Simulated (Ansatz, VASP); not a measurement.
## Two plane-wave programs on CuF

```
Cu F
1.0
     0.00000    2.19187    2.33937
     2.06077    0.00000    2.33937
     2.06077    2.19187    0.00000
Cu F
1 1
Direct
  0.00000 0.00000 0.00000
  0.50000 0.50000 0.50000
```

Alike in both runs: task relaxation of cell and atoms; functional PBE; k mesh 6 × 6 × 6; occupations gaussian, width 0.1 eV; no spin polarisation.

|  | VASP | Ansatz |
| --- | --- | --- |
| version | VASP 6.6.1 | Ansatz 0.2.0 |
| potentials or method | VASP PAW PBE potentials, release 64 (Cu_sv_GW, F), cutoff 820 eV | scalar-relativistic, plane waves, PAW |
| valence electrons in the cell | 26 | 26 |

|  | VASP | Ansatz | Ansatz less VASP |
| --- | --- | --- | --- |
| relaxed volume (Å³/atom) | 12.14 | 16.03 | +3.889 |
| relaxed length of the cell vector where the two differ most in proportion (Å) | 3.402 | 4.144 | +0.7422 |

One of these differences is far larger than is usual between the two programs; its cause wasn't traced.

The k mesh is coarse, so the values compare programs but aren't converged.
